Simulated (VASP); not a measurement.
# HgTe (Coloradoite) (F-43m) in VASP: a series of runs

The runs below take HgTe (Coloradoite) through single point, with r2SCAN.

Everything below comes from runs of VASP 6.6.1. Logs are shortened: lines on timing, memory, paths and dates and some standing lists are left out, and cuts for length are marked.

### 1 The cell of the first run

The structure is cubic, space group F-43m (No. 216). The conventional cell has a = 6.483 Å, b = 6.483 Å, c = 6.483 Å, α = 90.00°, β = 90.00°, γ = 90.00°. Within 3.7 Å of Hg (site symmetry -43m) lie 4 Te at 2.81 Å. Te (site symmetry -43m) has 4 Hg at 2.81 Å within 3.7 Å.

### 2 Single point, r2SCAN

The input, POSCAR:

```
HgTe
1.0
    0.0000000000      3.2416311700      3.2416311700
    3.2416311700      0.0000000000      3.2416311700
    3.2416311700      3.2416311700      0.0000000000
Hg Te
1 1
Direct
    0.0000000000      0.0000000000      0.0000000000
    0.2500000000      0.2500000000      0.2500000000
```

The input, INCAR.step1:

```
SYSTEM = HgTe
PREC     = Accurate       ! precision mode
ENCUT    = 520            ! plane-wave cutoff, eV
ISMEAR   = -1             ! smearing method
SIGMA    = 0.1            ! smearing width, eV
LREAL    = .FALSE.        ! projectors in reciprocal space
LASPH    = .TRUE.         ! aspherical terms in the spheres
NELM     = 100            ! most SCF steps
NBANDS   = 16             ! bands
GGA      = PE             ! functional
ALGO     = Normal         ! electronic algorithm
EDIFF    = 1E-4           ! SCF threshold, eV
LWAVE    = .TRUE.         ! write WAVECAR
LCHARG   = .FALSE.        ! write CHGCAR
```

The input, INCAR.step2:

```
SYSTEM = HgTe
PREC     = Accurate       ! precision mode
ENCUT    = 520            ! plane-wave cutoff, eV
EDIFF    = 1E-6           ! SCF threshold, eV
ISMEAR   = -1             ! smearing method
SIGMA    = 0.1            ! smearing width, eV
LREAL    = .FALSE.        ! projectors in reciprocal space
LASPH    = .TRUE.         ! aspherical terms in the spheres
NELM     = 100            ! most SCF steps
ALGO     = Normal         ! electronic algorithm
ISIF     = 2              ! what is computed and relaxed
LWAVE    = .FALSE.        ! write WAVECAR
LCHARG   = .FALSE.        ! write CHGCAR
METAGGA  = R2SCAN         ! meta-GGA
LMIXTAU  = .TRUE.       
NBANDS   = 16             ! bands
ISTART   = 1
```

The input, KPOINTS:

```
Automatic mesh
0
G
  9 9 9
  0 0 0
```

Potentials or basis: VASP PAW PBE potentials, release 64 (Hg, Te).

Command:

```sh
> cat potpaw_PBE.64/Hg/POTCAR potpaw_PBE.64/Te/POTCAR > POTCAR
> cp INCAR.step1 INCAR
> mpirun -np 1 vasp_std > vasp.out
> cp INCAR.step2 INCAR
> mpirun -np 1 vasp_std > vasp.out
```

OUTCAR:

```text
SYSTEM = HgTe
   PREC = Accurate
   ENCUT = 520
   EDIFF = 1E-6
   ISMEAR = -1
   LREAL = .FALSE.
   LASPH = .TRUE.
   NELM = 100
   ISIF = 2
   METAGGA = R2SCAN
   ISTART = 1

 ion  position               nearest neighbor table
   1  0.000  0.000  0.000-   2 2.81   2 2.81   2 2.81   2 2.81
   2  0.250  0.250  0.250-   1 2.81   1 2.81   1 2.81   1 2.81

  LATTYP: Found a face centered cubic cell.
 ALAT       =     6.4832623400

  Lattice vectors:

 A1 = (   0.0000000000,   3.2416311700,   3.2416311700)
 A2 = (   3.2416311700,   0.0000000000,   3.2416311700)
 A3 = (   3.2416311700,   3.2416311700,   0.0000000000)

Analysis of symmetry for initial positions (statically):
=====================================================================
 Subroutine PRICEL returns:
 Original cell was already a primitive cell.

 Routine SETGRP: Setting up the symmetry group for a
 face centered cubic supercell.

 Subroutine GETGRP returns: Found 24 space group operations
 (whereof 24 operations were pure point group operations)
 out of a pool of 48 trial point group operations.

The static configuration has the point symmetry T_d .

Analysis of symmetry for dynamics (positions and initial velocities):
=====================================================================
 Subroutine PRICEL returns:
 Original cell was already a primitive cell.

 Routine SETGRP: Setting up the symmetry group for a
 face centered cubic supercell.

 Subroutine GETGRP returns: Found 24 space group operations
 (whereof 24 operations were pure point group operations)
 out of a pool of 48 trial point group operations.

The dynamic configuration has the point symmetry T_d .

 Subroutine INISYM returns: Found 24 space group operations
 (whereof 24 operations are pure point group operations),
 and found     1 'primitive' translations

----------------------------------------------------------------------------------------

                                     Primitive cell

  volume of cell :      68.1272

  direct lattice vectors                    reciprocal lattice vectors
     0.000000000  3.241631170  3.241631170    -0.154243334  0.154243334  0.154243334
     3.241631170  0.000000000  3.241631170     0.154243334 -0.154243334  0.154243334
     3.241631170  3.241631170  0.000000000     0.154243334  0.154243334 -0.154243334

  length of vectors
     4.584358765  4.584358765  4.584358765     0.267157292  0.267157292  0.267157292

  position of ions in fractional coordinates (direct lattice)
     0.000000000  0.000000000  0.000000000
     0.250000000  0.250000000  0.250000000

  ion indices of the primitive-cell ions
   primitive index   ion index
                 1           1
                 2           2

----------------------------------------------------------------------------------------

 KPOINTS: Automatic mesh

Automatic generation of k-mesh.
 Grid dimensions read from file:
 generate k-points for:    9    9    9

 Generating k-lattice:

  Cartesian coordinates                     Fractional coordinates (reciprocal lattice)
    -0.017138148  0.017138148  0.017138148     0.111111111  0.000000000  0.000000000
     0.017138148 -0.017138148  0.017138148     0.000000000  0.111111111  0.000000000
     0.017138148  0.017138148 -0.017138148     0.000000000  0.000000000  0.111111111

  Length of vectors
     0.029684144  0.029684144  0.029684144

  Shift w.r.t. Gamma in fractional coordinates (k-lattice)
     0.000000000  0.000000000  0.000000000

 Subroutine IBZKPT returns following result:
 ===========================================

 Found     35 irreducible k-points:

 Following reciprocal coordinates:
            Coordinates               Weight
  0.000000  0.000000  0.000000      1.000000
  0.111111  0.000000  0.000000      8.000000
  0.222222  0.000000  0.000000      8.000000
  0.333333  0.000000  0.000000      8.000000
  0.444444  0.000000  0.000000      8.000000
  0.111111  0.111111  0.000000      6.000000
[... 16 lines left out ...]
 -0.333333  0.333333  0.000000     12.000000
  0.444444  0.444444  0.000000      6.000000
 [... further k-points ...]
   k-points           NKPTS =     35   k-points in BZ     NKDIM =     35   number of bands    NBANDS=     16
   number of dos      NEDOS =    301   number of ions     NIONS =      2
   total plane-waves  NPLWV =  46656
   dimension x,y,z NGX =    36 NGY =   36 NGZ =   36
   dimension x,y,z NGXF=    72 NGYF=   72 NGZF=   72
   ions per type =               1   1
   NGX,Y,Z   is equivalent  to a cutoff of  13.05, 13.05, 13.05 a.u.
   NGXF,Y,Z  is equivalent  to a cutoff of  26.11, 26.11, 26.11 a.u.
 SYSTEM =  HgTe
   PREC   = accura    normal or accurate (medium, high low for compatibility)
   ISTART =      1    job   : 0-new  1-cont  2-samecut
   ICHARG =      0    charge: 1-file 2-atom 10-const
   ISPIN  =      1    spin polarized calculation?
   LNONCOLLINEAR =      F non collinear calculations
   LSORBIT =      F    spin-orbit coupling
   LASPH  =      T    aspherical Exc in radial PAW
   ENCUT  =  520.0 eV  38.22 Ry    6.18 a.u.   8.52  8.52  8.52*2*pi/ulx,y,z
   NELM   =    100;   NELMIN=  2; NELMDL=  0     # of ELM steps
   EDIFF  = 0.1E-05   stopping-criterion for ELM
   LREAL  =      F    real-space projection
   EDIFFG = 0.1E-04   stopping-criterion for IOM
   NSW    =      0    number of steps for IOM
   IBRION =     -1    ionic relax: 0-MD 1-quasi-New 2-CG
   NFREE  =      0    steps in history (QN), initial steepest desc. (CG)
   ISIF   =      2    stress and relaxation
   ISYM   =      2    0-nonsym 1-usesym 2-fastsym
   POTIM  = 0.5000    time-step for ionic-motion
   TEBEG  =    0.0;   TEEND  =   0.0 temperature during run
   PSTRESS=    0.0 pullay stress
   NELECT =      18.0000    total number of electrons
   NUPDOWN=      -1.0000    fix difference up-down
   EMIN   =  10.00;   EMAX   =-10.00  energy-range for DOS
   EFERMI =   0.00;   METHOD = LEGACY
   ISMEAR =    -1;   SIGMA  =   0.10  broadening in eV -4-tet -1-fermi 0-gaus
   EFERMI_NEDOS =   21; number of points for ismear=-14 and -15
   IALGO  =     38    algorithm
   IMIX   =      4    mixing-type and parameters
     AMIX     =   0.40;   BMIX     =  1.00
     AMIX_MAG =   1.60;   BMIX_MAG =  1.00
  volume/ion in A,a.u.               =      34.06       229.87
  Fermi-wavevector in a.u.,A,eV,Ry     =   1.050490  1.985139 15.014437  1.103530
  Thomas-Fermi vector in A             =   2.185496
   LORBIT       =      0    0 simple, 1 ext, 2 COOP (PROOUT), +10 PAW based schemes
   METAGGA = R2SCAN    functional components
   LHFCALC =     F    Hartree Fock is set to
   AEXX    =    0.0000 exact exchange contribution
   IVDW    =     0    specifies the selected vdW correction
   LEPSILON=     F    determine dielectric tensor
   LRPA    =     F    only Hartree local field effects (RPA)
 non-spin polarized calculation
  energy-cutoff  :      520.00
  volume of cell :       68.13
 maximum number of plane-waves:      1854
 NGX is ok and might be reduce to    36
   NGX = 17   NGY = 17   NGZ = 17

 number of electron      18.0000002 magnetization

 Free energy of the ion-electron system (eV)
  ---------------------------------------------------
  ext. energy  EPLUGINS =         0.00000000
  ---------------------------------------------------
  free energy    TOTEN  =       -75.14693209 eV

  energy without entropy =      -75.14558555  energy(sigma->0) =      -75.14625882

 E-fermi :   2.9870     XC(G=0):  -9.2744

 val. band max:        2.7738059099   @ k =   0.0000   0.0000   0.0000
 cond. band min:       3.5533474271   @ k =   0.1111   0.0000   0.0000
 fundamental gap:      0.7795415173
 Fermi energy:         2.9870007034

 k-point     1 :       0.0000    0.0000    0.0000
  band No.  band energies     occupation
      1      -9.5687      2.00000
      2      -4.8161      2.00000
      3      -4.8161      2.00000
      4      -4.8161      2.00000
      5      -4.2535      2.00000
      6      -4.2535      2.00000
[... 8 lines left out ...]
     15      12.8025      0.00000
     16      12.8025      0.00000

 k-point     2 :       0.1111    0.0000    0.0000
  band No.  band energies     occupation
      1      -9.5053      2.00000
      2      -4.7982      2.00000
      3      -4.7982      2.00000
      4      -4.7908      2.00000
      5      -4.2552      2.00000
      6      -4.2552      2.00000
[... 8 lines left out ...]
     15      12.0474      0.00000
     16      12.0474      0.00000

 k-point     3 :       0.2222    0.0000    0.0000
  band No.  band energies     occupation
      1      -9.3383      2.00000
      2      -4.7552      2.00000
      3      -4.7552      2.00000
      4      -4.6878      2.00000
      5      -4.2555      2.00000
      6      -4.2555      2.00000
[... 8 lines left out ...]
     15      11.6969      0.00000
     16      11.6969      0.00000

 k-point     4 :       0.3333    0.0000    0.0000
  band No.  band energies     occupation
      1      -9.1367      2.00000
      2      -4.7121      2.00000
      3      -4.7121      2.00000
      4      -4.4418      2.00000
      5      -4.2469      2.00000
      6      -4.2469      2.00000
[... 8 lines left out ...]
     15      12.1197      0.00000
     16      12.1197      0.00000
[... 324 lines left out ...]
 k-point    22 :      -0.4444    0.3333    0.0000
  band No.  band energies     occupation
      1      -8.8038      2.00000
      2      -4.6105      2.00000
      3      -4.5209      2.00000
      4      -4.3940      2.00000
      5      -4.2182      2.00000
      6      -3.7697      2.00000
[... 8 lines left out ...]
     15      13.2674      0.00000
     16      14.9627      0.00000

 k-point    23 :      -0.3333    0.3333    0.0000
  band No.  band energies     occupation
      1      -8.8258      2.00000
      2      -4.6204      2.00000
      3      -4.5611      2.00000
      4      -4.3150      2.00000
      5      -4.2446      2.00000
      6      -3.7935      2.00000
[... 8 lines left out ...]
     15      12.2828      0.00000
     16      15.1055      0.00000

 k-point    24 :       0.4444    0.4444    0.0000
  band No.  band energies     occupation
      1      -8.7980      2.00000
      2      -4.6100      2.00000
      3      -4.4740      2.00000
      4      -4.4740      2.00000
      5      -4.1910      2.00000
      6      -3.8868      2.00000
[... 8 lines left out ...]
     15      13.5567      0.00000
     16      15.1210      0.00000

 [... further k-points ...]
[... 5 lines left out ...]
  --------------------------------------------------------------------------------------
  -------------------------------------------------------------------------------------
  Total        0.8131182      0.8131182      0.8131182     -0.0000000     -0.0000000     -0.0000000
  in kB       19.1224471     19.1224471     19.1224471     -0.0000000     -0.0000000     -0.0000000
  external PRESSURE =      19.1224471 kB  Pullay stress =       0.0000000 kB

 VOLUME and BASIS-vectors are now :
 -----------------------------------------------------------------------------
  energy-cutoff  :      520.00
  volume of cell :       68.13
      direct lattice vectors                 reciprocal lattice vectors
     0.000000000  3.241631170  3.241631170    -0.154243334  0.154243334  0.154243334
     3.241631170  0.000000000  3.241631170     0.154243334 -0.154243334  0.154243334
     3.241631170  3.241631170  0.000000000     0.154243334  0.154243334 -0.154243334

 POSITION                                       TOTAL-FORCE (eV/Angst)
 -----------------------------------------------------------------------------------
      0.00000      0.00000      0.00000         0.000000      0.000000      0.000000
      1.62082      1.62082      1.62082        -0.000000     -0.000000     -0.000000
 -----------------------------------------------------------------------------------
    total drift:                                0.000000      0.000000      0.000000

  FREE ENERGIE OF THE ION-ELECTRON SYSTEM (eV)
  ---------------------------------------------------
  free  energy   TOTEN  =       -75.1469320904 eV

  energy  without entropy=      -75.1455855453  energy(sigma->0) =      -75.14625882
```

It took 64 s on 1 thread of Intel Xeon 6975P-C (Granite Rapids), shared host; peak memory 0.22 GiB.

What came out:

```
Free energy            : -75.1469 eV
Pressure               : 1.9 GPa
Band gap on the k mesh : zero (filled and empty bands touch)
```

Caveat: the PAW data sets were made with another functional, which shifts forces and pressure a little; spin-orbit coupling is left out, which moves the levels of the heavy elements.

### 3 Single point, r2SCAN

This run uses another cell than the first one, of 34.77 Å³/atom, 1.021 times its volume.

The input, POSCAR:

```
HgTe
1.0
    0.0000000000      3.2639879600      3.2639879600
    3.2639879600      0.0000000000      3.2639879600
    3.2639879600      3.2639879600      0.0000000000
Hg Te
1 1
Direct
    0.0000000000      0.0000000000      0.0000000000
    0.2500000000      0.2500000000      0.2500000000
```

The input, INCAR.step1:

```
ALGO = Normal
EDIFF = 1E-4
ENCUT = 520
GGA = PE
ISMEAR = -1
LASPH = T
LCHARG = F
LREAL = F
LWAVE = T
NBANDS = 16
NELM = 80
PREC = Accurate
SIGMA = 0.1
```

The input, INCAR.step2:

```
ALGO = Normal
EDIFF = 1E-6
ENCUT = 520
ISIF = 2
ISMEAR = -1
ISTART = 1
LASPH = T
LCHARG = F
LMIXTAU = T
LREAL = F
LWAVE = F
METAGGA = R2SCAN
NBANDS = 16
NELM = 80
PREC = Accurate
SIGMA = 0.1
```

The input, KPOINTS:

```
k-points
0
Gamma
  9 9 9
```

Potentials or basis: VASP PAW PBE potentials, release 64 (Hg, Te).

Command:

```sh
> cat potpaw_PBE.64/Hg/POTCAR potpaw_PBE.64/Te/POTCAR > POTCAR
> cp INCAR.step1 INCAR
> mpirun -np 1 vasp_std > vasp.out
> cp INCAR.step2 INCAR
> mpirun -np 1 vasp_std > vasp.out
```

Run time: 61 s. Hardware: 1 thread of Intel Xeon 6975P-C (Granite Rapids), shared host; peak memory 0.23 GiB.

Results (log left out):

| Property | Result |
| --- | --- |
| Free energy | -75.1598 eV |
| Pressure | 0.9 GPa |
| Band gap on the k mesh | zero (filled and empty bands touch) |

Levels at points of the mesh, in eV from the Fermi level:
```
           k point  band 5  band 6  band 7  band 8  band 9  band 10  band 11  band 12  band 13  band 14
(0.00, 0.00, 0.00)   -7.15   -7.15   -0.71   -0.22   -0.22    -0.22     4.40     4.40     4.40     6.60
```

Caveat: the PAW data sets were made with another functional, which shifts forces and pressure a little; spin-orbit coupling is left out, which moves the levels of the heavy elements.

(Part 1 of 2 ends here.)
